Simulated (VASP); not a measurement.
# Mn (Pm-3n) in VASP: single point with LDA

Aim: the single point of Mn with LDA.

Everything below comes from runs of VASP 6.6.1. Logs are shortened: lines on timing, memory, paths and dates and some standing lists are left out, and cuts for length are marked.

### Step 1. The cell of the first run

The structure is cubic, space group Pm-3n (No. 223). The conventional cell has a = 4.326 Å, b = 4.326 Å, c = 4.326 Å, α = 90.00°, β = 90.00°, γ = 90.00°. Within 3.2 Å of Mn (site symmetry m-3) lie 12 Mn at 2.42 Å. Mn (site symmetry -4m2) has 14 Mn at 2.16 to 2.65 Å within 2.9 Å.

### Step 2. Single point, LDA, collinear spin, ferromagnetic start

INCAR

```
ALGO = Normal ; EDIFF = 1E-6
ENCUT = 520 ; GGA = CA
ISIF = 2 ; ISMEAR = -1
ISPIN = 2 ; LASPH = T
LCHARG = F ; LMAXMIX = 4
LORBIT = 11 ; LREAL = F
LWAVE = F ; MAGMOM = 3 3 3 3 3 3 3 3
NBANDS = 66 ; NELM = 150
PREC = Accurate ; SIGMA = 0.05
```

KPOINTS

```
k-points
0
Gamma
  8 8 8
```

POSCAR

```
Mn
1.0
    4.3255871841      0.0000000000      0.0000000000
    0.0000000000      4.3255871841      0.0000000000
    0.0000000000      0.0000000000      4.3255871841
Mn
8
Direct
    0.0000000000      0.0000000000      1.0000000000
    0.5000000000      0.5000000000      0.5000000000
    0.2500000000      0.0000000000      0.5000000000
    0.7500000000      0.0000000000      0.5000000000
    0.5000000000      0.2500000000      1.0000000000
    0.5000000000      0.7500000000      0.0000000000
    1.0000000000      0.5000000000      0.2500000000
    1.0000000000      0.5000000000      0.7500000000
```

Potentials or basis: VASP PAW LDA potentials, release 64 (Mn_pv).

Command:

```sh
> cat potpaw_LDA.64/Mn_pv/POTCAR > POTCAR
> mpirun -np 1 vasp_std > vasp.out
```

OUTCAR:

```text
EDIFF = 1E-6
   ENCUT = 520
   GGA = CA
   ISIF = 2
   ISMEAR = -1
   ISPIN = 2
   LASPH = T
   LORBIT = 11
   LREAL = F
   NELM = 150
   PREC = Accurate

 ion  position               nearest neighbor table
   1  0.000  0.000  0.000-   3 2.42   4 2.42   5 2.42   6 2.42   7 2.42   8 2.42   3 2.42   4 2.42
                             7 2.42   8 2.42   5 2.42   6 2.42
   2  0.500  0.500  0.500-   3 2.42   4 2.42   5 2.42   6 2.42   7 2.42   8 2.42   5 2.42   6 2.42
                             3 2.42   4 2.42   7 2.42   8 2.42
   3  0.250  0.000  0.500-   4 2.16   4 2.16   1 2.42   1 2.42   2 2.42   2 2.42   8 2.65   5 2.65
                             5 2.65   6 2.65   6 2.65   7 2.65   8 2.65   7 2.65
   4  0.750  0.000  0.500-   3 2.16   3 2.16   1 2.42   1 2.42   2 2.42   2 2.42   8 2.65   5 2.65
                             5 2.65   6 2.65   6 2.65   7 2.65   8 2.65   7 2.65
   5  0.500  0.250  0.000-   6 2.16   6 2.16   1 2.42   2 2.42   2 2.42   1 2.42   8 2.65   4 2.65
                             3 2.65   4 2.65   3 2.65   7 2.65   7 2.65   8 2.65
   6  0.500  0.750  0.000-   5 2.16   5 2.16   1 2.42   2 2.42   2 2.42   1 2.42   8 2.65   4 2.65
                             3 2.65   4 2.65   3 2.65   7 2.65   7 2.65   8 2.65
   7  0.000  0.500  0.250-   8 2.16   8 2.16   1 2.42   2 2.42   1 2.42   2 2.42   3 2.65   4 2.65
                             5 2.65   3 2.65   4 2.65   6 2.65   5 2.65   6 2.65
   8  0.000  0.500  0.750-   7 2.16   7 2.16   1 2.42   2 2.42   1 2.42   2 2.42   3 2.65   4 2.65
                             5 2.65   3 2.65   4 2.65   6 2.65   5 2.65   6 2.65

  LATTYP: Found a simple cubic cell.
 ALAT       =     4.3255871841

  Lattice vectors:

 A1 = (   4.3255871841,   0.0000000000,   0.0000000000)
 A2 = (   0.0000000000,   4.3255871841,   0.0000000000)
 A3 = (   0.0000000000,   0.0000000000,   4.3255871841)

Analysis of symmetry for initial positions (statically):
=====================================================================
 Subroutine PRICEL returns:
 Original cell was already a primitive cell.

 Routine SETGRP: Setting up the symmetry group for a
 simple cubic supercell.

 Subroutine GETGRP returns: Found 48 space group operations
 (whereof 24 operations were pure point group operations)
 out of a pool of 48 trial point group operations.

The static configuration has the point symmetry T_h .
 The point group associated with its full space group is O_h .

Analysis of symmetry for dynamics (positions and initial velocities):
=====================================================================
 Subroutine PRICEL returns:
 Original cell was already a primitive cell.

 Routine SETGRP: Setting up the symmetry group for a
 simple cubic supercell.

 Subroutine GETGRP returns: Found 48 space group operations
[... 178 lines left out ...]
  energy without entropy =      -81.05918744  energy(sigma->0) =      -81.11534622

 E-fermi :  11.3982     XC(G=0): -14.7350

 val. band max:       11.3799554149   @ k =   0.2500   0.0000   0.0000
 cond. band min:      11.4010263581   @ k =   0.1250   0.0000   0.0000
 fundamental gap:      0.0210709432
 Fermi energy:        11.3981989820

 spin component 1

 k-point     1 :       0.0000    0.0000    0.0000
  band No.  band energies     occupation
      1     -37.2417      1.00000
      2     -37.2417      1.00000
      3     -37.1236      1.00000
      4     -36.8367      1.00000
      5     -36.8367      1.00000
      6     -36.8367      1.00000
[... 1597 lines left out ...]
     63      12.7106      0.00000
     64      12.9128      0.00000

 [... further k-points ...]

 spin component 2

 k-point     1 :       0.0000    0.0000    0.0000
  band No.  band energies     occupation
      1     -37.2414      1.00000
      2     -37.2414      1.00000
      3     -37.1233      1.00000
      4     -36.8364      1.00000
      5     -36.8364      1.00000
      6     -36.8364      1.00000
[... 1597 lines left out ...]
     63      12.7109      0.00000
     64      12.9132      0.00000

 [... further k-points ...]

 [bands above 64 left out]

------------------------ aborting loop because EDIFF is reached ----------------------------------------

  FORCE on cell =-STRESS in cart. coord.  units (eV):
  Direction    XX          YY          ZZ          XY          YZ          ZX
  --------------------------------------------------------------------------------------
  -------------------------------------------------------------------------------------
  Total        0.4361924      0.4361924      0.4361924     -0.0000000      0.0000000      0.0000000
  in kB        8.6348236      8.6348236      8.6348236     -0.0000000      0.0000000      0.0000000
  external PRESSURE =       8.6348236 kB  Pullay stress =       0.0000000 kB

 VOLUME and BASIS-vectors are now :
 -----------------------------------------------------------------------------
  energy-cutoff  :      520.00
  volume of cell :       80.93
      direct lattice vectors                 reciprocal lattice vectors
     4.325587184  0.000000000  0.000000000     0.231182486  0.000000000  0.000000000
     0.000000000  4.325587184  0.000000000     0.000000000  0.231182486  0.000000000
     0.000000000  0.000000000  4.325587184     0.000000000  0.000000000  0.231182486

 POSITION                                       TOTAL-FORCE (eV/Angst)
 -----------------------------------------------------------------------------------
      0.00000      0.00000      0.00000         0.000000     -0.000000      0.000000
      2.16279      2.16279      2.16279         0.000000     -0.000000      0.000000
      1.08140      0.00000      2.16279        -0.000000      0.000000     -0.000000
      3.24419      0.00000      2.16279         0.000000     -0.000000      0.000000
      2.16279      1.08140      0.00000         0.000000      0.000000      0.000000
      2.16279      3.24419      0.00000        -0.000000     -0.000000     -0.000000
      0.00000      2.16279      1.08140         0.000000      0.000000      0.000000
      0.00000      2.16279      3.24419        -0.000000     -0.000000      0.000000
 -----------------------------------------------------------------------------------
    total drift:                                0.000000     -0.000000      0.000000

  FREE ENERGIE OF THE ION-ELECTRON SYSTEM (eV)
  ---------------------------------------------------
  free  energy   TOTEN  =       -81.1715049879 eV

  energy  without entropy=      -81.0591874427  energy(sigma->0) =      -81.11534622

 total charge

# of ion       s       p       d       tot
------------------------------------------
    1        0.457   6.465   5.242  12.164
    2        0.457   6.465   5.242  12.164
    3        0.444   6.444   5.246  12.134
    4        0.444   6.444   5.246  12.134
    5        0.444   6.444   5.246  12.134
    6        0.444   6.444   5.246  12.134
    7        0.444   6.444   5.246  12.134
    8        0.444   6.444   5.246  12.134
--------------------------------------------------
tot          3.580  51.593  41.962  97.135

 magnetization (x)

# of ion       s       p       d       tot
------------------------------------------
    1       -0.000  -0.000   0.000   0.000
    2       -0.000  -0.000   0.000   0.000
    3       -0.000  -0.000   0.000   0.000
    4       -0.000  -0.000   0.000   0.000
    5       -0.000  -0.000   0.000   0.000
    6       -0.000  -0.000   0.000   0.000
    7       -0.000  -0.000   0.000   0.000
    8       -0.000  -0.000   0.000   0.000
--------------------------------------------------
tot         -0.000  -0.000   0.002   0.002
```

OSZICAR:

```text
N       E                     dE             d eps       ncg     rms          rms(c)
DAV:   1     0.146029583837E+04    0.14603E+04   -0.56637E+04  9576   0.228E+03
DAV:   2     0.484412405811E+02   -0.14119E+04   -0.13627E+04  9240   0.652E+02
DAV:   3    -0.808075805399E+02   -0.12925E+03   -0.12000E+03 10182   0.208E+02
[... 11 lines left out ...]
DAV:  15    -0.811714877167E+02   -0.99489E-04   -0.22672E-04 11456   0.962E-02    0.414E-02
DAV:  16    -0.811715047352E+02   -0.17018E-04   -0.13558E-04 12118   0.610E-02    0.219E-02
DAV:  17    -0.811715033891E+02    0.13461E-05   -0.19097E-05 10188   0.352E-02    0.105E-02
DAV:  18    -0.811715047442E+02   -0.13551E-05   -0.23295E-06  6148   0.107E-02    0.480E-03
DAV:  19    -0.811715049879E+02   -0.24372E-06   -0.75201E-07  4904   0.469E-03
   1 F= -.81171505E+02 E0= -.81115346E+02  d E =-.112318E+00  mag=     0.0003
```

Wall time 4.1 min (1 thread of Intel Xeon Platinum 8488C (Sapphire Rapids), shared host); peak memory 0.31 GiB.

Results:

* Free energy: -81.1715 eV
* Pressure: 0.9 GPa
* Band gap on the k mesh: zero (filled and empty bands overlap)
* Net moment: 0.00 μB per cell
* Valence electrons inside the program's atomic spheres: Mn 12.16, 12.13 (each value once)

Levels at points of the mesh, in eV from the Fermi level:
Spin up:
```tsv
k point	band 48	band 49	band 50	band 51	band 52	band 53	band 54	band 55	band 56	band 57
(0.00, 0.00, 0.00)	-1.12	-1.12	0.01	0.01	0.01	0.11	0.11	0.11	0.39	0.39
(0.50, 0.00, 0.00)	-1.47	-0.47	-0.47	-0.42	-0.42	-0.19	-0.19	0.31	0.31	0.89
(0.50, 0.50, 0.00)	-0.74	-0.74	-0.73	-0.55	-0.08	0.25	0.39	0.42	0.54	0.66
(0.50, 0.50, 0.50)	-1.74	-0.08	-0.08	-0.08	-0.08	-0.08	-0.08	1.02	1.02	1.02
```
Spin down:
```
           k point  band 48  band 49  band 50  band 51  band 52  band 53  band 54  band 55  band 56  band 57
(0.00, 0.00, 0.00)    -1.12    -1.12     0.01     0.01     0.01     0.11     0.11     0.11     0.39     0.39
(0.50, 0.00, 0.00)    -1.47    -0.47    -0.47    -0.42    -0.42    -0.19    -0.19     0.31     0.31     0.89
(0.50, 0.50, 0.00)    -0.74    -0.74    -0.73    -0.55    -0.08     0.25     0.40     0.42     0.54     0.66
(0.50, 0.50, 0.50)    -1.74    -0.08    -0.08    -0.08    -0.08    -0.08    -0.08     1.02     1.02     1.02
```

Caveat: the moments typed at the start vanished in this run.

The gap in the log of VASP goes by the Fermi energy; the results here count the filled bands.